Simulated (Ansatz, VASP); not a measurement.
**Two plane-wave programs on Li**

INCAR

```
PREC     = Accurate       # precision mode
ENCUT    = 520            # plane-wave cutoff, eV
EDIFF    = 1E-6           # SCF threshold, eV
ISMEAR   = -1             # smearing method
SIGMA    = 0.05           # smearing width, eV
LREAL    = False          # projectors in reciprocal space
LASPH    = True           # aspherical terms in the spheres
NELM     = 60             # most SCF steps
ALGO     = Normal         # electronic algorithm
ISIF     = 2              # what is computed and relaxed
LWAVE    = False          # write WAVECAR
LCHARG   = False          # write CHGCAR
LDIPOL   = True         
IDIPOL   = 3            
DIPOL    = 0.5 0.5 0.500
GGA      = PE             # functional
NBANDS   = 10             # bands
```

KPOINTS

```
Automatic mesh
0
Gamma
  15 15 1
```

POSCAR

```
Li
1.0
    3.0545772082      0.0000000000      0.0000000000
   -1.5272886041      2.6453414601      0.0000000000
    0.0000000000      0.0000000000     22.5014000000
Li
2
Direct
    0.8333333330      0.1666666670      0.4444176352
    0.1666666670      0.8333333330      0.5555823648
```

Input for Ansatz:

```yaml
crystal:
  lattice:
    - [3.0545772082, 0.0, 0.0]
    - [-1.5272886041, 2.6453414601, 0.0]
    - [0.0, 0.0, 22.5014]
  atoms:
    - { symbol: Li, position: [0.833333333, 0.166666667, 0.4444176352] }
    - { symbol: Li, position: [0.166666667, 0.833333333, 0.5555823648] }
kpoints:
  mp_grid: { grid: [15, 15, 1] }
scf:
  occupations: { method: fermi_dirac, width: 0.05 }
hamiltonian:
  xc: pbe
  pseudopotentials: { kind: paw }
output:
  forces: true
  stress: true
  eigenvalues: true
  populations: true
efield:
  axis: 3
  amplitude: 0
  dipole_correction: true
```

Alike in both runs: task single point; functional PBE; k mesh 15 × 15 × 1; occupations fermi-dirac, width 0.05 eV; no spin polarisation.

|  | VASP | Ansatz |
| --- | --- | --- |
| version | VASP 6.6.1 | Ansatz 0.2.0 |
| potentials or method | VASP PAW PBE potentials, release 64 (Li_sv) | PAW with Ansatz's default frozen-core files, scalar-relativistic |
| plane-wave cutoff (eV) | 520 | 420 |
| valence electrons in the cell | 6 | 6 |

```csv
,VASP,Ansatz,Ansatz less VASP
rms of the force components (eV/Å),0.075,0.075,+0.0003
```

Atom by atom the forces differ by 0.000 eV/Å (rms over components).

Noted on VASP's run: the cutoff is under 1.25 times that of the potentials, so the pressure is a little rough.
